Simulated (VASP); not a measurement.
# AlNi (P1) in VASP: single point with PBE

Aim: the single point of AlNi with PBE.

All numbers are computed with VASP 6.6.1; they aren't measurements. Logs are shortened: lines on timing, memory, paths and dates and some standing lists are left out, and cuts for length are marked.

### Step 1. The cell of the first run

The typed cell holds 8 atoms: a = 5.011 Å, b = 5.011 Å, c = 5.011 Å, α = 109.47°, β = 109.47°, γ = 109.47°.

### Step 2. Single point, PBE (atom 7 moved 1.20 Å)

Contents of INCAR:

```
SYSTEM = AlNi
PREC     = Accurate       ! precision mode
ENCUT    = 520            ! plane-wave cutoff, eV
EDIFF    = 1E-7           ! SCF threshold, eV
ISMEAR   = 0              ! smearing method
SIGMA    = 0.15           ! smearing width, eV
LREAL    = .FALSE.        ! projectors in reciprocal space
LASPH    = .TRUE.         ! aspherical terms in the spheres
NELM     = 60             ! most SCF steps
ALGO     = Fast           ! electronic algorithm
ISIF     = 2              ! what is computed and relaxed
LWAVE    = .FALSE.        ! write WAVECAR
LCHARG   = .TRUE.         ! write CHGCAR
GGA      = PE             ! functional
LELF     = .TRUE.         ! ELF
LVHAR    = .TRUE.       
NBANDS   = 36             ! bands
```

Contents of KPOINTS:

```
Automatic mesh
0
G
  8 8 8
  0 0 0
```

Contents of POSCAR:

```
AlNi
1.0
   -2.8930835280      2.8930835280      2.8930835280
    2.8930835280     -2.8930835280      2.8930835280
    2.8930835280      2.8930835280     -2.8930835280
Al Ni
4 4
Direct
    0.5077588627      0.0256495414      0.4902877931
    0.0077588627      0.5256495414      0.4902877931
    0.0077588627      0.0256495414     -0.0097122069
    0.5077588627      0.5256495414     -0.0097122069
    0.5077588627      0.5256495414      0.4902877931
    0.0077588627      0.0256495414      0.4902877931
   -0.0543120386      0.3204532104      0.0679854485
    0.5077588627      0.0256495414     -0.0097122069
```

Potentials or basis: VASP PAW PBE potentials, release 64 (Al, Ni).

On the command line:

```
$ cat potpaw_PBE.64/Al/POTCAR potpaw_PBE.64/Ni/POTCAR > POTCAR
$ mpirun -np 1 vasp_std > vasp.out
```

OUTCAR:

```text
SYSTEM = AlNi
   PREC = Accurate
   ENCUT = 520
   EDIFF = 1E-7
   ISMEAR = 0
   LREAL = .FALSE.
   LASPH = .TRUE.
   NELM = 60
   ISIF = 2
   GGA = PE

 ion  position               nearest neighbor table
   1  0.508  0.026  0.490-   7 2.48   5 2.51   6 2.51   8 2.51   8 2.51   5 2.51   6 2.51   2 2.89
                             3 2.89   4 2.89   4 2.89   3 2.89   2 2.89   7 3.05
   2  0.008  0.526  0.490-   7 1.88   6 2.51   5 2.51   8 2.51   6 2.51   5 2.51   8 2.51   3 2.89
                             3 2.89   4 2.89   4 2.89   1 2.89   1 2.89
   3  0.008  0.026  0.990-   7 1.56   6 2.51   5 2.51   8 2.51   6 2.51   8 2.51   5 2.51   2 2.89
                             2 2.89   4 2.89   1 2.89   4 2.89   1 2.89
   4  0.508  0.526  0.990-   5 2.51   6 2.51   8 2.51   5 2.51   8 2.51   6 2.51   7 2.69   7 2.87
                             3 2.89   1 2.89   1 2.89   2 2.89   3 2.89   2 2.89
   5  0.508  0.526  0.490-   7 2.47   2 2.51   3 2.51   4 2.51   4 2.51   1 2.51   2 2.51   1 2.51
                             3 2.51   6 2.89   8 2.89   6 2.89   8 2.89
   6  0.008  0.026  0.490-   1 2.51   2 2.51   3 2.51   4 2.51   3 2.51   2 2.51   1 2.51   4 2.51
                             5 2.89   8 2.89   5 2.89   8 2.89   7 2.95   7 2.95
   7  0.946  0.320  0.068-   3 1.56   2 1.88   8 2.01   5 2.47   1 2.48   4 2.69   4 2.87   6 2.95
                             6 2.95   1 3.05
   8  0.508  0.026  0.990-   7 2.01   2 2.51   3 2.51   4 2.51   1 2.51   1 2.51   4 2.51   3 2.51
                             2 2.51   5 2.89   6 2.89   6 2.89   5 2.89

 -----------------------------------------------------------------------------
|                                                                             |
|           W    W    AA    RRRRR   N    N  II  N    N   GGGG   !!!           |
|           W    W   A  A   R    R  NN   N  II  NN   N  G    G  !!!           |
|           W    W  A    A  R    R  N N  N  II  N N  N  G       !!!           |
|           W WW W  AAAAAA  RRRRR   N  N N  II  N  N N  G  GGG   !            |
|           WW  WW  A    A  R   R   N   NN  II  N   NN  G    G                |
|           W    W  A    A  R    R  N    N  II  N    N   GGGG   !!!           |
|                                                                             |
|     The distance between some ions is very small. Please check the          |
|     nearest-neighbor list in the OUTCAR file.                               |
|     I HOPE YOU KNOW WHAT YOU ARE DOING!                                     |
|                                                                             |
 -----------------------------------------------------------------------------

  LATTYP: Found a body centered cubic cell.
 ALAT       =     5.7861670560

  Lattice vectors:

 A1 = (  -2.8930835280,   2.8930835280,   2.8930835280)
 A2 = (   2.8930835280,  -2.8930835280,   2.8930835280)
 A3 = (   2.8930835280,   2.8930835280,  -2.8930835280)

Analysis of symmetry for initial positions (statically):
=====================================================================
 Subroutine PRICEL returns:
[... 151 lines left out ...]
   EFERMI_NEDOS =   21; number of points for ismear=-14 and -15
   IALGO  =     68    algorithm
   IMIX   =      4    mixing-type and parameters
     AMIX     =   0.40;   BMIX     =  1.00
     AMIX_MAG =   1.60;   BMIX_MAG =  1.00
  volume/ion in A,a.u.               =      12.11        81.71
  Fermi-wavevector in a.u.,A,eV,Ry     =   1.330541  2.514358 24.086934  1.770340
  Thomas-Fermi vector in A             =   2.459620
   LORBIT       =      0    0 simple, 1 ext, 2 COOP (PROOUT), +10 PAW based schemes
   GGA     = PE    functional components
   LHFCALC =     F    Hartree Fock is set to
   AEXX    =    0.0000 exact exchange contribution
   IVDW    =     0    specifies the selected vdW correction
   LEPSILON=     F    determine dielectric tensor
   LRPA    =     F    only Hartree local field effects (RPA)
 non-spin polarized calculation
 RMM-DIIS sequential band-by-band and
 Gauss-broadening in eV      SIGMA  =   0.15
  energy-cutoff  :      520.00
  volume of cell :       96.86
 maximum number of plane-waves:      2625
 NGX is ok and might be reduce to    40
   NGX = 19   NGY = 19   NGZ = 19

 number of electron      51.9999997 magnetization

 Free energy of the ion-electron system (eV)
  ---------------------------------------------------
  ext. energy  EPLUGINS =         0.00000000
  ---------------------------------------------------
  free energy    TOTEN  =       -32.90594877 eV

  energy without entropy =      -32.86803134  energy(sigma->0) =      -32.88699005

 E-fermi :   9.8112     XC(G=0): -11.8781

 val. band max:        9.8086574241   @ k =   0.0000   0.3750   0.1250
 cond. band min:       9.8121620607   @ k =   0.0000  -0.3750   0.5000
 fundamental gap:      0.0035046367
 Fermi energy:         9.8111717125

 k-point     1 :       0.0000    0.0000    0.0000
  band No.  band energies     occupation
      1      -1.1490      2.00000
      2       4.3363      2.00000
      3       4.4523      2.00000
      4       4.6042      2.00000
      5       5.1793      2.00000
      6       5.5034      2.00000
[... 925 lines left out ...]
     35      15.8829      0.00000
     36      16.0321      0.00000

 [... further k-points ...]
[... 5 lines left out ...]
  --------------------------------------------------------------------------------------
  -------------------------------------------------------------------------------------
  Total       32.1495826     14.9377076     13.2101863     -9.2852678     -2.9475219      4.5088093
  in kB      531.7934852    247.0879848    218.5126657   -153.5897047    -48.7556241     74.5812299
  external PRESSURE =     332.4647119 kB  Pullay stress =       0.0000000 kB

 VOLUME and BASIS-vectors are now :
 -----------------------------------------------------------------------------
  energy-cutoff  :      520.00
  volume of cell :       96.86
      direct lattice vectors                 reciprocal lattice vectors
    -2.893083528  2.893083528  2.893083528     0.000000000  0.172825981  0.172825981
     2.893083528 -2.893083528  2.893083528     0.172825981  0.000000000  0.172825981
     2.893083528  2.893083528 -2.893083528     0.172825981  0.172825981  0.000000000

 POSITION                                       TOTAL-FORCE (eV/Angst)
 -----------------------------------------------------------------------------------
      0.02366      2.81323      0.12475        -0.284404     -0.424681     -0.246205
      2.91674     -0.07986      0.12475         6.563443      3.269432     -1.816235
      2.91674      2.81323     -2.76833       -17.762043     11.485618     -6.373323
      2.91674      2.81323      0.12475         0.122328     -0.084106     -0.241667
      1.47020      1.36668      1.57129         0.023898      0.225643     -0.029372
      1.47020      1.36668     -1.32179         0.163270      0.049648     -0.178170
     -1.61217      2.00554      3.46636        10.726755    -13.010540     13.774344
      1.47020      4.25977     -1.32179         0.446754     -1.511013     -4.889372
 -----------------------------------------------------------------------------------
    total drift:                               -0.000207      0.000098     -0.000021

  FREE ENERGIE OF THE ION-ELECTRON SYSTEM (eV)
  ---------------------------------------------------
  free  energy   TOTEN  =       -32.9059487717 eV

  energy  without entropy=      -32.8680313370  energy(sigma->0) =      -32.88699005
```

stdout:

```text
POSCAR found type information on POSCAR AlNi
 POSCAR found :  2 types and       8 ions
 scaLAPACK will be used
 LDA part: xc-table for (Slater+PW92), standard interpolation
 -----------------------------------------------------------------------------
|                                                                             |
|           W    W    AA    RRRRR   N    N  II  N    N   GGGG   !!!           |
|           W    W   A  A   R    R  NN   N  II  NN   N  G    G  !!!           |
|           W    W  A    A  R    R  N N  N  II  N N  N  G       !!!           |
|           W WW W  AAAAAA  RRRRR   N  N N  II  N  N N  G  GGG   !            |
|           WW  WW  A    A  R   R   N   NN  II  N   NN  G    G                |
|           W    W  A    A  R    R  N    N  II  N    N   GGGG   !!!           |
|                                                                             |
|     The distance between some ions is very small. Please check the          |
|     nearest-neighbor list in the OUTCAR file.                               |
|     I HOPE YOU KNOW WHAT YOU ARE DOING!                                     |
|                                                                             |
 -----------------------------------------------------------------------------

 POSCAR, INCAR and KPOINTS ok, starting setup
 FFT: planning ... GRIDC
 FFT: planning ... GRID_SOFT
 FFT: planning ... GRID
 WAVECAR not read
 entering main loop
```

Wall time 11 min (1 thread of Intel Xeon 6975P-C (Granite Rapids), shared host); peak memory 0.76 GiB.

Results:

| Quantity | Value |
| --- | --- |
| Free energy | -32.9059 eV |
| Pressure | 33.2 GPa |
| Largest force | 22.091 eV/Å |
| Band gap on the k mesh | zero (bands 26 and 27 overlap by 2.16 eV) |

Forces on the atoms (eV/Å):
```
Al   -0.284  -0.425  -0.246
Al    6.563   3.269  -1.816
Al  -17.762  11.486  -6.373
Al    0.122  -0.084  -0.242
Ni    0.024   0.226  -0.029
Ni    0.163   0.050  -0.178
Ni   10.727 -13.011  13.774
Ni    0.447  -1.511  -4.889
```

Levels at points of the mesh, in eV from the Fermi level:
```tsv
k point	band 22	band 23	band 24	band 25	band 26	band 27	band 28	band 29	band 30	band 31
(0.00, 0.00, 0.00)	-1.65	-1.60	-1.11	-1.00	-0.84	-0.69	0.99	1.11	1.65	1.75
(0.50, 0.00, 0.00)	-1.46	-1.38	-1.01	-0.60	-0.53	0.16	1.63	2.12	2.97	4.58
(0.00, 0.50, 0.00)	-1.45	-1.32	-1.04	-0.56	-0.51	0.42	1.54	2.27	2.98	4.48
(0.00, 0.00, 0.50)	-1.42	-1.23	-0.97	-0.57	-0.38	0.46	1.43	2.25	3.01	4.09
(0.50, 0.00, 0.50)	-1.44	-1.35	-0.97	-0.54	-0.43	0.30	1.58	2.07	2.98	4.48
(0.50, 0.50, 0.00)	-1.57	-1.18	-1.01	-0.77	-0.34	0.51	1.45	2.29	2.99	4.46
(0.00, 0.50, 0.50)	-1.36	-1.16	-1.13	-0.58	-0.54	0.31	1.65	2.30	3.32	4.10
(0.50, 0.50, 0.50)	-1.46	-1.20	-0.82	-0.75	-0.46	2.22	2.63	2.96	3.65	3.97
```

Caveat: the cell differs from its parent crystal (atom 7 moved 1.20 Å); atoms lie so close that the PAW spheres overlap strongly, which falsifies energies and pressures; the stress differs along the axes, from 22 to 53 GPa; forces of over 1 eV/Å act on the atoms, so gaps and moduli don't describe the material at rest. Spin polarisation is off, so any magnetic state and its effect on volume and gap are missing.
